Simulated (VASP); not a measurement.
# CoSi2 (I4/mmm) in VASP: single point with PBEsol

Aim: the single point of CoSi2 with PBEsol.

Everything below comes from runs of VASP 6.6.1. Logs are shortened: lines on timing, memory, paths and dates and some standing lists are left out, and cuts for length are marked.

### 1 The cell of the first run

It takes space group I4/mmm (No. 139, tetragonal). Conventional cell: a = 3.696 Å, b = 3.696 Å, c = 5.488 Å, α = 90.00°, β = 90.00°, γ = 90.00°. Within 3.0 Å of Co (site symmetry 4/mmm) lie 8 Si at 2.30 Å. Si (site symmetry -4m2) has 4 Co at 2.30 Å and 6 Si at 2.61 to 2.74 Å within 3.0 Å.

### 2 Single point, PBEsol

INCAR

```
SYSTEM = CoSi2
ALGO = Normal
EDIFF = 1E-7
ENCUT = 520
GGA = PS
ISIF = 2
ISMEAR = 0
LASPH = .True.
LCHARG = .False.
LREAL = .False.
LWAVE = .False.
NBANDS = 16
NELM = 100
PREC = Accurate
SIGMA = 0.15
```

KPOINTS

```
k-points
0
Gamma
  18 18 18
  0 0 0
```

POSCAR

```
CoSi2
1.0
    0.0000000000      2.6134036729      2.7440738565
    2.6134036729      0.0000000000      2.7440738565
    2.6134036729      2.6134036729      0.0000000000
Co Si
1 2
Direct
    0.0000000000      0.0000000000      0.0000000000
    0.2500000000      0.2500000000      0.2500000000
    0.7500000000      0.7500000000      0.7500000000
```

Potentials or basis: VASP PAW PBE potentials, release 64 (Co, Si).

The run is started by

```console
cat potpaw_PBE.64/Co/POTCAR potpaw_PBE.64/Si/POTCAR > POTCAR
mpirun -np 1 vasp_std > vasp.out
```

OUTCAR:

```text
SYSTEM = CoSi2
   EDIFF = 1E-7
   ENCUT = 520
   GGA = PS
   ISIF = 2
   ISMEAR = 0
   LASPH = .True.
   LREAL = .False.
   NELM = 100
   PREC = Accurate

 ion  position               nearest neighbor table
   1  0.000  0.000  0.000-   3 2.30   3 2.30   3 2.30   2 2.30   3 2.30   2 2.30   2 2.30   2 2.30

   2  0.250  0.250  0.250-   1 2.30   1 2.30   1 2.30   1 2.30   3 2.61   3 2.61   3 2.61   3 2.61
                             3 2.74   3 2.74
   3  0.750  0.750  0.750-   1 2.30   1 2.30   1 2.30   1 2.30   2 2.61   2 2.61   2 2.61   2 2.61
                             2 2.74   2 2.74

  LATTYP: Found a body centered tetragonal cell.
 ALAT       =     3.6959109182
 C/A-ratio  =     1.4849242405

  Lattice vectors:

 A1 = (  -2.6134036729,   0.0000000000,   2.7440738565)
 A2 = (   2.6134036729,   0.0000000000,   2.7440738565)
 A3 = (   0.0000000000,   2.6134036729,  -2.7440738565)

Analysis of symmetry for initial positions (statically):
=====================================================================
 Subroutine PRICEL returns:
 Original cell was already a primitive cell.

 Routine SETGRP: Setting up the symmetry group for a
 body centered tetragonal supercell.

 Subroutine GETGRP returns: Found 16 space group operations
 (whereof 16 operations were pure point group operations)
 out of a pool of 16 trial point group operations.

The static configuration has the point symmetry D_4h.

Analysis of symmetry for dynamics (positions and initial velocities):
=====================================================================
 Subroutine PRICEL returns:
 Original cell was already a primitive cell.

 Routine SETGRP: Setting up the symmetry group for a
 body centered tetragonal supercell.

 Subroutine GETGRP returns: Found 16 space group operations
 (whereof 16 operations were pure point group operations)
 out of a pool of 16 trial point group operations.

The dynamic configuration has the point symmetry D_4h.

 Subroutine INISYM returns: Found 16 space group operations
 (whereof 16 operations are pure point group operations),
 and found     1 'primitive' translations

----------------------------------------------------------------------------------------

                                     Primitive cell

  volume of cell :      37.4834

  direct lattice vectors                    reciprocal lattice vectors
     0.000000000  2.613403673  2.744073857    -0.191321381  0.191321381  0.182210839
     2.613403673  0.000000000  2.744073857     0.191321381 -0.191321381  0.182210839
     2.613403673  2.613403673  0.000000000     0.191321381  0.191321381 -0.182210839

  length of vectors
     3.789435326  3.789435326  3.695910918     0.326203206  0.326203206  0.326203206

  position of ions in fractional coordinates (direct lattice)
     0.000000000  0.000000000  0.000000000
     0.250000000  0.250000000  0.250000000
     0.750000000  0.750000000  0.750000000

  ion indices of the primitive-cell ions
   primitive index   ion index
                 1           1
                 2           2
                 3           3

----------------------------------------------------------------------------------------

 KPOINTS: k-points

Automatic generation of k-mesh.
 Grid dimensions read from file:
 generate k-points for:   18   18   18

 Generating k-lattice:

  Cartesian coordinates                     Fractional coordinates (reciprocal lattice)
    -0.010628966  0.010628966  0.010122824     0.055555556  0.000000000  0.000000000
     0.010628966 -0.010628966  0.010122824     0.000000000  0.055555556  0.000000000
     0.010628966  0.010628966 -0.010122824     0.000000000  0.000000000  0.055555556

  Length of vectors
     0.018122400  0.018122400  0.018122400

  Shift w.r.t. Gamma in fractional coordinates (k-lattice)
     0.000000000  0.000000000  0.000000000

 Subroutine IBZKPT returns following result:
 ===========================================

 Found    480 irreducible k-points:

 Following reciprocal coordinates:
            Coordinates               Weight
  0.000000  0.000000  0.000000      1.000000
  0.055556 -0.000000  0.000000      8.000000
  0.111111 -0.000000  0.000000      8.000000
  0.166667 -0.000000  0.000000      8.000000
  0.222222 -0.000000  0.000000      8.000000
  0.277778 -0.000000  0.000000      8.000000
[... 16 lines left out ...]
 -0.277778  0.055556  0.000000      8.000000
 -0.222222  0.055556  0.000000      8.000000
 [... further k-points ...]
   k-points           NKPTS =    480   k-points in BZ     NKDIM =    480   number of bands    NBANDS=     16
   number of dos      NEDOS =    301   number of ions     NIONS =      3
   total plane-waves  NPLWV =  21952
   dimension x,y,z NGX =    28 NGY =   28 NGZ =   28
   dimension x,y,z NGXF=    56 NGYF=   56 NGZF=   56
   ions per type =               1   2
   NGX,Y,Z   is equivalent  to a cutoff of  12.28, 12.28, 12.59 a.u.
   NGXF,Y,Z  is equivalent  to a cutoff of  24.57, 24.57, 25.19 a.u.
 SYSTEM =  CoSi2
   PREC   = accura    normal or accurate (medium, high low for compatibility)
   ISTART =      0    job   : 0-new  1-cont  2-samecut
   ICHARG =      2    charge: 1-file 2-atom 10-const
   ISPIN  =      1    spin polarized calculation?
   LNONCOLLINEAR =      F non collinear calculations
   LSORBIT =      F    spin-orbit coupling
   LASPH  =      T    aspherical Exc in radial PAW
   ENCUT  =  520.0 eV  38.22 Ry    6.18 a.u.   7.05  7.05  6.87*2*pi/ulx,y,z
   NELM   =    100;   NELMIN=  2; NELMDL= -5     # of ELM steps
   EDIFF  = 0.1E-06   stopping-criterion for ELM
   LREAL  =      F    real-space projection
   EDIFFG = 0.1E-05   stopping-criterion for IOM
   NSW    =      0    number of steps for IOM
   IBRION =     -1    ionic relax: 0-MD 1-quasi-New 2-CG
   NFREE  =      0    steps in history (QN), initial steepest desc. (CG)
   ISIF   =      2    stress and relaxation
   ISYM   =      2    0-nonsym 1-usesym 2-fastsym
   POTIM  = 0.5000    time-step for ionic-motion
   TEBEG  =    0.0;   TEEND  =   0.0 temperature during run
   PSTRESS=    0.0 pullay stress
   NELECT =      17.0000    total number of electrons
   NUPDOWN=      -1.0000    fix difference up-down
   EMIN   =  10.00;   EMAX   =-10.00  energy-range for DOS
   EFERMI =   0.00;   METHOD = LEGACY
   ISMEAR =     0;   SIGMA  =   0.15  broadening in eV -4-tet -1-fermi 0-gaus
   EFERMI_NEDOS =   21; number of points for ismear=-14 and -15
   IALGO  =     38    algorithm
   IMIX   =      4    mixing-type and parameters
     AMIX     =   0.40;   BMIX     =  1.00
     AMIX_MAG =   1.60;   BMIX_MAG =  1.00
  volume/ion in A,a.u.               =      12.49        84.32
  Fermi-wavevector in a.u.,A,eV,Ry     =   1.257800  2.376897 21.525240  1.582060
  Thomas-Fermi vector in A             =   2.391441
   LORBIT       =      0    0 simple, 1 ext, 2 COOP (PROOUT), +10 PAW based schemes
   GGA     = PS    functional components
   LHFCALC =     F    Hartree Fock is set to
   AEXX    =    0.0000 exact exchange contribution
   IVDW    =     0    specifies the selected vdW correction
   LEPSILON=     F    determine dielectric tensor
   LRPA    =     F    only Hartree local field effects (RPA)
 non-spin polarized calculation
 Gauss-broadening in eV      SIGMA  =   0.15
  energy-cutoff  :      520.00
  volume of cell :       37.48
 maximum number of plane-waves:      1030
   NGX = 15   NGY = 15   NGZ = 13

 number of electron      17.0000004 magnetization

 Free energy of the ion-electron system (eV)
  ---------------------------------------------------
  ext. energy  EPLUGINS =         0.00000000
  ---------------------------------------------------
  free energy    TOTEN  =       -20.96920790 eV

  energy without entropy =      -20.95757366  energy(sigma->0) =      -20.96339078

 E-fermi :  10.3216     XC(G=0): -11.9684

 val. band max:       10.3203737841   @ k =  -0.3333   0.2222   0.0000
 cond. band min:      10.3238506297   @ k =   0.2778  -0.0000   0.1667
 fundamental gap:      0.0034768456
 Fermi energy:        10.3216342531

 k-point     1 :       0.0000    0.0000    0.0000
  band No.  band energies     occupation
      1      -2.9918      2.00000
      2       6.0686      2.00000
      3       6.0686      2.00000
      4       6.2983      2.00000
      5       8.2225      2.00000
      6       8.4601      2.00000
[... 8 lines left out ...]
     15      16.6858      0.00000
     16      16.6858      0.00000

 k-point     2 :       0.0556   -0.0000    0.0000
  band No.  band energies     occupation
      1      -2.9439      2.00000
      2       5.9804      2.00000
      3       6.0880      2.00000
      4       6.2872      2.00000
      5       8.2077      2.00000
      6       8.4444      2.00000
[... 8 lines left out ...]
     15      16.4110      0.00000
     16      16.5340      0.00000

 k-point     3 :       0.1111   -0.0000    0.0000
  band No.  band energies     occupation
      1      -2.8007      2.00000
      2       5.6788      2.00000
      3       6.1442      2.00000
      4       6.3064      2.00000
      5       8.1693      2.00000
      6       8.4026      2.00000
[... 8 lines left out ...]
     15      15.9569      0.00000
     16      16.2218      0.00000

 k-point     4 :       0.1667   -0.0000    0.0000
  band No.  band energies     occupation
      1      -2.5634      2.00000
      2       5.1917      2.00000
      3       6.2320      2.00000
      4       6.3609      2.00000
      5       8.1248      2.00000
      6       8.3486      2.00000
[... 8 lines left out ...]
     15      16.0339      0.00000
     16      16.8039      0.00000

 k-point     5 :       0.2222   -0.0000    0.0000
  band No.  band energies     occupation
      1      -2.2341      2.00000
      2       4.5684      2.00000
      3       6.3413      2.00000
      4       6.4289      2.00000
      5       8.0994      2.00000
      6       8.3032      2.00000
[... 8 lines left out ...]
     15      16.7204      0.00000
     16      17.5995      0.00000

 k-point     6 :       0.2778   -0.0000    0.0000
  band No.  band energies     occupation
      1      -1.8160      2.00000
      2       3.8484      2.00000
      3       6.4571      2.00000
      4       6.4917      2.00000
      5       8.1202      2.00000
      6       8.2902      2.00000
[... 8 lines left out ...]
     15      17.5903      0.00000
     16      18.3853      0.00000

 k-point     7 :       0.3333   -0.0000    0.0000
  band No.  band energies     occupation
      1      -1.3141      2.00000
      2       3.0696      2.00000
      3       6.5353      2.00000
      4       6.5612      2.00000
      5       8.2048      2.00000
      6       8.3307      2.00000
[... 8 lines left out ...]
     15      18.5281      0.00000
     16      19.2190      0.00000

 k-point     8 :       0.3889   -0.0000    0.0000
  band No.  band energies     occupation
      1      -0.7363      2.00000
      2       2.2700      2.00000
      3       6.5563      2.00000
      4       6.6383      2.00000
      5       8.2734      2.00000
      6       8.4191      2.00000
[... 8 lines left out ...]
     15      19.4988      0.00000
     16      20.1312      0.00000

 k-point     9 :       0.4444   -0.0000    0.0000
  band No.  band energies     occupation
      1      -0.1018      2.00000
      2       1.4926      2.00000
      3       6.5621      2.00000
      4       6.6828      2.00000
      5       8.1210      2.00000
      6       8.5530      2.00000
[... 8 lines left out ...]
     15      20.4278      0.00000
     16      21.0818      0.00000
[... 172 lines left out ...]
 k-point    19 :       0.5000    0.0556    0.0000
  band No.  band energies     occupation
      1       0.3074      2.00000
      2       1.1120      2.00000
      3       6.4841      2.00000
      4       6.6989      2.00000
      5       7.9891      2.00000
      6       8.5378      2.00000
[... 8 lines left out ...]
     15      20.6358      0.00000
     16      21.3188      0.00000

 k-point    20 :      -0.4444    0.0556    0.0000
  band No.  band energies     occupation
      1       0.1834      2.00000
      2       1.2389      2.00000
      3       6.4448      2.00000
      4       6.7297      2.00000
      5       8.0241      2.00000
      6       8.4832      2.00000
[... 8 lines left out ...]
     15      20.4809      0.00000
     16      21.5037      0.00000

 k-point    21 :      -0.3889    0.0556    0.0000
  band No.  band energies     occupation
      1      -0.4566      2.00000
      2       1.9758      2.00000
      3       6.4138      2.00000
      4       6.7280      2.00000
      5       8.1675      2.00000
      6       8.3123      2.00000
[... 8 lines left out ...]
     15      19.6149      0.00000
     16      21.2989      0.00000

 k-point    22 :      -0.3333    0.0556    0.0000
  band No.  band energies     occupation
      1      -1.0607      2.00000
      2       2.7586      2.00000
      3       6.3898      2.00000
      4       6.6822      2.00000
      5       8.1820      2.00000
      6       8.3302      2.00000
[... 8 lines left out ...]
     15      18.7529      0.00000
     16      20.3462      0.00000

 k-point    23 :      -0.2778    0.0556    0.0000
  band No.  band energies     occupation
      1      -1.5933      2.00000
      2       3.5300      2.00000
      3       6.3669      2.00000
      4       6.5898      2.00000
      5       8.1291      2.00000
      6       8.2951      2.00000
[... 8 lines left out ...]
     15      17.9716      0.00000
     16      19.3258      0.00000

 k-point    24 :      -0.2222    0.0556    0.0000
  band No.  band energies     occupation
      1      -2.0443      2.00000
      2       4.2514      2.00000
      3       6.3415      2.00000
      4       6.4664      2.00000
      5       8.1489      2.00000
      6       8.2449      2.00000
[... 8 lines left out ...]
     15      17.2701      0.00000
     16      18.3295      0.00000

 [... further k-points ...]
[... 5 lines left out ...]
  --------------------------------------------------------------------------------------
  -------------------------------------------------------------------------------------
  Total        0.4140329      0.4140329     -0.6656892      0.0000000     -0.0000000      0.0000000
  in kB       17.6972832     17.6972832    -28.4539989      0.0000000     -0.0000000      0.0000000
  external PRESSURE =       2.3135225 kB  Pullay stress =       0.0000000 kB

 VOLUME and BASIS-vectors are now :
 -----------------------------------------------------------------------------
  energy-cutoff  :      520.00
  volume of cell :       37.48
      direct lattice vectors                 reciprocal lattice vectors
     0.000000000  2.613403673  2.744073857    -0.191321381  0.191321381  0.182210839
     2.613403673  0.000000000  2.744073857     0.191321381 -0.191321381  0.182210839
     2.613403673  2.613403673  0.000000000     0.191321381  0.191321381 -0.182210839

 POSITION                                       TOTAL-FORCE (eV/Angst)
 -----------------------------------------------------------------------------------
      0.00000      0.00000      0.00000        -0.000000      0.000000     -0.000000
      1.30670      1.30670      1.37204         0.000000      0.000000      0.000000
      3.92011      3.92011      4.11611        -0.000000     -0.000000     -0.000000
 -----------------------------------------------------------------------------------
    total drift:                               -0.000000     -0.000000      0.000000

  FREE ENERGIE OF THE ION-ELECTRON SYSTEM (eV)
  ---------------------------------------------------
  free  energy   TOTEN  =       -20.9692079002 eV

  energy  without entropy=      -20.9575736649  energy(sigma->0) =      -20.96339078
```

Wall time 1.8 min (1 thread of Intel Xeon 6975P-C (Granite Rapids), shared host); peak memory 0.38 GiB.

What came out:

```
Free energy : -20.9692 eV
Pressure    : 0.2 GPa
```

Caveat: the PAW data sets were made with another functional, which shifts forces and pressure a little. Spin polarisation is off, so any magnetic state and its effect on volume and gap are missing.
